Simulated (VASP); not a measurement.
**YMg2O2: single point with PBE**

YMg2O2:

```
Y Mg O
1.0
    -3.34165    3.34165    2.77572
     3.34165   -3.34165    2.77572
     3.34165    3.34165   -2.77572
Y Mg O
1 2 2
Direct
  0.50000 0.50000 0.00000
  0.50000 0.00000 0.50000
  0.00000 0.50000 0.50000
  0.87500 0.87500 0.00000
  0.12500 0.12500 0.00000
```

```
Program                : VASP 6.6.1
Task                   : single point
Functional             : PBE
Potentials or basis    : VASP PAW PBE potentials, release 64 (Y_sv, Mg, O)
Cutoff                 : 520 eV
k mesh                 : 10 × 10 × 10
Occupations            : gaussian, width 0.1 eV
Spin                   : no spin polarisation
Dipole correction      : no
Further INCAR settings : ALGO = Normal; EDIFF = 1e-06; NBANDS = 22
```

- Pressure: 0.1 GPa
- Largest force: 0.242 eV/Å

Forces on the atoms (eV/Å):
```
Y    0.000  0.000  0.000
Mg   0.000  0.000  0.000
Mg   0.000  0.000  0.000
O    0.000  0.000 -0.242
O    0.000  0.000  0.242
```

Stress tensor (GPa, compression positive):
```
-0.07  0.00  0.00
 0.00 -0.07  0.00
 0.00  0.00  0.29
```

Levels at points of the mesh, in eV from the Fermi level:
| k point | band 9 | band 10 | band 11 | band 12 | band 13 | band 14 | band 15 | band 16 | band 17 | band 18 |
| --- | --- | --- | --- | --- | --- | --- | --- | --- | --- | --- |
| (0.00, 0.00, 0.00) | -5.92 | -4.52 | -2.52 | -2.52 | 0.52 | 0.58 | 0.96 | 2.04 | 2.04 | 3.27 |
| (0.50, 0.00, 0.00) | -6.20 | -2.73 | -2.69 | -1.77 | -1.25 | -0.22 | 0.88 | 1.42 | 2.04 | 2.19 |
| (0.50, 0.50, 0.00) | -5.91 | -3.08 | -2.68 | -2.27 | -1.71 | 0.23 | 0.98 | 1.41 | 1.62 | 3.87 |
| (0.50, 0.50, 0.50) | -6.05 | -3.33 | -2.31 | -2.31 | -0.46 | 0.07 | 0.11 | 0.11 | 1.99 | 2.96 |

Run time: 4.3 min on 1 thread of Intel(R) Xeon(R) Platinum 8488C (Sapphire Rapids), with other jobs on the host, peak memory 0.48 GiB.

Caveat: an odd number of electrons without spin polarisation forces a metal; a magnetic or distorted state may lie lower.
